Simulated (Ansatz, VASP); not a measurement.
One calculation of SnTe, two programs

The input INCAR:

```
PREC = Accurate ; ENCUT = 520
EDIFF = 1E-6 ; ISMEAR = -1
SIGMA = 0.05 ; LREAL = F
LASPH = T ; NELM = 60
ALGO = Normal ; ISIF = 2
LWAVE = F ; LCHARG = T
GGA = PE ; LELF = T
LVHAR = T ; NBANDS = 17
```

KPOINTS

```
regular mesh
0
Gamma
  13 13 13
```

Contents of POSCAR:

```
SnTe
1.0
    3.8092333229      0.0000000000      0.0000000000
    0.0000000000      3.8092333229      0.0000000000
    0.0000000000      0.0000000000      3.8092333229
Sn Te
1 1
Direct
    0.0000000000      0.0000000000      0.0000000000
    0.5000000000      0.5000000000      0.5000000000
```

Input for Ansatz:

```yaml
crystal:
  lattice:
    - [3.8092333229, 0.0, 0.0]
    - [0.0, 3.8092333229, 0.0]
    - [0.0, 0.0, 3.8092333229]
  atoms:
    - { symbol: Sn, position: [0.0, 0.0, 0.0] }
    - { symbol: Te, position: [0.5, 0.5, 0.5] }
kpoints:
  mp_grid: { grid: [13, 13, 13] }
scf:
  occupations: { method: fermi_dirac, width: 0.05 }
hamiltonian:
  xc: pbe
  pseudopotentials: { kind: all_electron, lapw: { basis_error: 0.001 } }
output:
  forces: true
  stress: true
  eigenvalues: true
  populations: true
```

Change from the starting cell: volume scaled by 0.94, LAPW.

Alike in both runs: task single point; functional PBE; k mesh 13 × 13 × 13; occupations fermi-dirac, width 0.05 eV; no spin polarisation.

|  | VASP | Ansatz |
| --- | --- | --- |
| version | VASP 6.6.1 | Ansatz 0.2.0 |
| potentials or method | VASP PAW PBE potentials, release 64 (Sn_d, Te), cutoff 520 eV | all-electron LAPW, scalar-relativistic |

|  | VASP | Ansatz | Ansatz less VASP |
| --- | --- | --- | --- |
| pressure (GPa) | 2.8 | 2.8 | +0.08 |

Ansatz ran all-electron here, and VASP with PAW potentials.

Spin-orbit coupling is off throughout.
